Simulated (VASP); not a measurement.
AlNi, 2 atoms in the cell. It takes space group Pm-3m (No. 221, cubic). Conventional cell: a = 2.881 Å, b = 2.881 Å, c = 2.881 Å, α = 90.00°, β = 90.00°, γ = 90.00°. Within 3.3 Å of Al (site symmetry m-3m) lie 8 Ni at 2.50 Å and 6 Al at 2.88 Å. Within 3.3 Å of Ni (site symmetry m-3m) lie 8 Al at 2.50 Å and 6 Ni at 2.88 Å. 

* Program: VASP 6.6.1
* Task: relaxation of cell and atoms
* Functional: LDA
* Potentials or basis: VASP PAW LDA potentials, release 64 (Al, Ni)
* Cutoff: 600 eV
* k mesh: 16 × 16 × 16
* Occupations: methfessel-paxton, width 0.1 eV
* Spin: no spin polarisation
* Dipole correction: no
* Further INCAR settings: ALGO = Fast; EDIFF = 1e-07; IBRION = 2; EDIFFG = -0.01; NSW = 80; ISIF = 3

Potentials or basis: VASP PAW LDA potentials, release 64 (Al, Ni).

Command:

```console
$ cat potpaw_LDA.64/Al/POTCAR potpaw_LDA.64/Ni/POTCAR > POTCAR
$ mpirun -np 1 vasp_std > vasp.out
```

Hardware: 1 thread of AMD EPYC 7R43 64-Core Processor (Zen 3), on a shared host.

Q: How long does it take, and how much memory?

A: Run time: 3.6 min on 1 thread of AMD EPYC 7R43 64-Core Processor (Zen 3), with other jobs on the host, peak memory 0.14 GiB. Counts: scf iterations 51, k points 165, ion steps 4.
